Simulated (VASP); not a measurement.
# Si (Pm-3m) in VASP: further runs, part 2 of 2

VASP 6.6.1.

### 3 Single point, r2SCAN0

File POSCAR:

```
Si
1.0
    2.5226526960      0.0000000000      0.0000000000
    0.0000000000      2.5226526960      0.0000000000
    0.0000000000      0.0000000000      2.5226526960
Si
1
Direct
    0.0000000000      0.0000000000      0.0000000000
```

File INCAR.step1:

```
SYSTEM = Si
ALGO     = Normal         ! electronic algorithm
EDIFF    = 1E-5           ! SCF threshold, eV
ENCUT    = 520            ! plane-wave cutoff, eV
GGA      = PE             ! functional
ISIF     = 2              ! what is computed and relaxed
ISMEAR   = -1             ! smearing method
LASPH    = .True.         ! aspherical terms in the spheres
LCHARG   = .False.        ! write CHGCAR
LREAL    = .False.        ! projectors in reciprocal space
LWAVE    = .True.         ! write WAVECAR
NBANDS   = 8              ! bands
NELM     = 80             ! most SCF steps
PREC     = Accurate       ! precision mode
SIGMA    = 0.1            ! smearing width, eV
```

File INCAR.step2:

```
SYSTEM = Si
AEXX     = 0.25           ! exact-exchange fraction
ALGO     = Normal         ! electronic algorithm
EDIFF    = 1E-6           ! SCF threshold, eV
ENCUT    = 520            ! plane-wave cutoff, eV
ISIF     = 2              ! what is computed and relaxed
ISMEAR   = -1             ! smearing method
ISTART   = 1            
LASPH    = .True.         ! aspherical terms in the spheres
LCHARG   = .False.        ! write CHGCAR
LHFCALC  = .True.         ! exact exchange
LMIXTAU  = .True.       
LREAL    = .False.        ! projectors in reciprocal space
LWAVE    = .False.        ! write WAVECAR
METAGGA  = R2SCAN         ! meta-GGA
NBANDS   = 8              ! bands
NELM     = 80             ! most SCF steps
PREC     = Accurate       ! precision mode
PRECFOCK = Normal       
SIGMA    = 0.1            ! smearing width, eV
```

File KPOINTS:

```
k-points
0
Gamma
  6 6 6
  0 0 0
```

Potentials or basis: VASP PAW PBE potentials, release 64 (Si).

Command:

```sh
$ cat potpaw_PBE.64/Si/POTCAR > POTCAR
$ cp INCAR.step1 INCAR
$ mpirun -np 1 vasp_std > vasp.out
$ cp INCAR.step2 INCAR
$ mpirun -np 1 vasp_std > vasp.out
```

It took 96 s on 1 thread of Intel Xeon Platinum 8375C at 2.90GHz (Ice Lake), shared host; peak memory 0.12 GiB.

It converged, with:

```yaml
Free_energy: -8.7439 eV
Pressure: -2.6 GPa
Band_gap_on_the_k_mesh: zero (band 2 reaches 17.26 eV, above the bottom of band 3 at 4.44 eV)
```

Levels at points of the mesh, in eV from the Fermi level:
| k point | band 1 | band 2 | band 3 | band 4 | band 5 | band 6 | band 7 |
| --- | --- | --- | --- | --- | --- | --- | --- |
| (0.00, 0.00, 0.00) | -16.20 | 8.64 | 8.64 | 9.01 | 9.01 | 9.01 | 17.75 |
| (0.50, 0.00, 0.00) | -10.83 | -8.50 | 11.63 | 12.83 | 12.83 | 16.40 | 16.40 |
| (0.50, 0.50, 0.00) | -4.50 | -4.18 | -4.18 | 1.93 | 16.52 | 19.29 | 19.29 |
| (0.50, 0.50, 0.50) | 0.54 | 0.54 | 0.54 | 4.62 | 5.86 | 5.86 | 5.86 |

Caveat: the k points lie up to 0.42 Å⁻¹ apart; the PAW data sets were made with another functional, which shifts forces and pressure a little.

### 4 Single point, r2SCAN

File POSCAR:

```
Si
1.0
    2.5226526954      0.0000000000      0.0000000000
    0.0000000000      2.5226526954      0.0000000000
    0.0000000000      0.0000000000      2.5226526954
Si
1
Direct
    0.0000000000      0.0000000000      0.0000000000
```

File INCAR.step1:

```
  PREC = Accurate
  ENCUT = 520
  ISMEAR = -1
  SIGMA = 0.1
  LREAL = False
  LASPH = True
  NELM = 80
  NBANDS = 8
  GGA = PE
  ALGO = Normal
  EDIFF = 1E-4
  LWAVE = True
  LCHARG = False
```

File INCAR.step2:

```
  PREC = Accurate
  ENCUT = 520
  EDIFF = 1E-6
  ISMEAR = -1
  SIGMA = 0.1
  LREAL = False
  LASPH = True
  NELM = 80
  ALGO = Normal
  ISIF = 2
  LWAVE = False
  LCHARG = True
  METAGGA = R2SCAN
  LMIXTAU = True
  LELF = True
  LVHAR = True
  NBANDS = 8
  ISTART = 1
```

File KPOINTS:

```
regular mesh
0
Gamma
  12 12 12
```

Potentials or basis: VASP PAW PBE potentials, release 64 (Si).

Command:

```sh
$ cat potpaw_PBE.64/Si/POTCAR > POTCAR
$ cp INCAR.step1 INCAR
$ mpirun -np 1 vasp_std > vasp.out
$ cp INCAR.step2 INCAR
$ mpirun -np 1 vasp_std > vasp.out
```

OUTCAR:

```text
PREC = Accurate
   ENCUT = 520
   EDIFF = 1E-6
   ISMEAR = -1
   LREAL = False
   LASPH = True
   NELM = 80
   ISIF = 2
   METAGGA = R2SCAN
   ISTART = 1

 ion  position               nearest neighbor table
   1  0.000  0.000  0.000-

  LATTYP: Found a simple cubic cell.
 ALAT       =     2.5226526954

  Lattice vectors:

 A1 = (   2.5226526954,   0.0000000000,   0.0000000000)
 A2 = (   0.0000000000,   2.5226526954,   0.0000000000)
 A3 = (   0.0000000000,   0.0000000000,   2.5226526954)

Analysis of symmetry for initial positions (statically):
=====================================================================
 Subroutine PRICEL returns:
 Original cell was already a primitive cell.

 Routine SETGRP: Setting up the symmetry group for a
 simple cubic supercell.

 Subroutine GETGRP returns: Found 48 space group operations
 (whereof 48 operations were pure point group operations)
 out of a pool of 48 trial point group operations.

The static configuration has the point symmetry O_h .

Analysis of symmetry for dynamics (positions and initial velocities):
[... 152 lines left out ...]
  ---------------------------------------------------
  free energy    TOTEN  =        -8.29301120 eV

  energy without entropy =       -8.27880413  energy(sigma->0) =       -8.28590766

 E-fermi :   8.3603     XC(G=0): -11.2149

 val. band max:        8.3021793716   @ k =   0.3333   0.3333   0.0000
 cond. band min:       8.4043199253   @ k =   0.5000   0.5000   0.4167
 fundamental gap:      0.1021405537
 Fermi energy:         8.3603473515

 k-point     1 :       0.0000    0.0000    0.0000
  band No.  band energies     occupation
      1      -5.6319      2.00000
      2      16.1972      0.00000
      3      16.1972      0.00000
      4      16.6115      0.00000
      5      16.6115      0.00000
      6      16.6115      0.00000
      7      25.7259      0.00000
      8      34.7361      0.00000
[... 243 lines left out ...]
 k-point    24 :       0.4167    0.3333    0.0000
  band No.  band energies     occupation
      1       0.8412      2.00000
      2       4.9462      2.00000
      3       8.7232      0.05173
      4      13.8614      0.00000
      5      21.7283      0.00000
      6      25.7280      0.00000
      7      26.4859      0.00000
      8      29.0149      0.00000

 [... further k-points ...]
[... 5 lines left out ...]
  --------------------------------------------------------------------------------------
  -------------------------------------------------------------------------------------
  Total       -0.0113179     -0.0113179     -0.0113179     -0.0000000      0.0000000      0.0000000
  in kB       -1.1295508     -1.1295508     -1.1295508     -0.0000000      0.0000000      0.0000000
  external PRESSURE =      -1.1295508 kB  Pullay stress =       0.0000000 kB

 VOLUME and BASIS-vectors are now :
 -----------------------------------------------------------------------------
  energy-cutoff  :      520.00
  volume of cell :       16.05
      direct lattice vectors                 reciprocal lattice vectors
     2.522652695  0.000000000  0.000000000     0.396408115  0.000000000  0.000000000
     0.000000000  2.522652695  0.000000000     0.000000000  0.396408115  0.000000000
     0.000000000  0.000000000  2.522652695     0.000000000  0.000000000  0.396408115

 POSITION                                       TOTAL-FORCE (eV/Angst)
 -----------------------------------------------------------------------------------
      0.00000      0.00000      0.00000         0.000000      0.000000      0.000000
 -----------------------------------------------------------------------------------
    total drift:                               -0.000000      0.000000      0.000000

  FREE ENERGIE OF THE ION-ELECTRON SYSTEM (eV)
  ---------------------------------------------------
  free  energy   TOTEN  =        -8.2930111965 eV

  energy  without entropy=       -8.2788041278  energy(sigma->0) =       -8.28590766
```

Run time: 42 s. Hardware: 1 thread of Intel Xeon 8259CL, shared host; peak memory 0.12 GiB.

Results:

```
Free energy            : -8.2930 eV
Pressure               : -0.1 GPa
Band gap on the k mesh : zero (band 2 reaches 16.20 eV, above the bottom of band 3 at 5.24 eV)
```

Caveat: the PAW data sets were made with another functional, which shifts forces and pressure a little.

### 5 Overview

```csv
level,k mesh,grid for exact exchange (PRECFOCK),gap on the mesh (eV),pressure (GPa)
r2SCAN,6 × 6 × 6,-,none,-0.2
r2SCAN0,6 × 6 × 6,Normal,none,-2.6
r2SCAN,12 × 12 × 12,-,none,-0.1
```

Alike in all rows: task single point; potentials or basis VASP PAW PBE potentials, release 64 (Si); no spin polarisation; cell a = 2.523 Å, 1 atom; cutoff (eV) 520; smearing fermi-dirac 0.1 eV.

Caveats: some runs use coarse meshes; the PAW data sets were made with another functional, which shifts forces and pressure a little.

Total energies depend on the potentials used, so only differences within one code and one set of settings carry meaning.
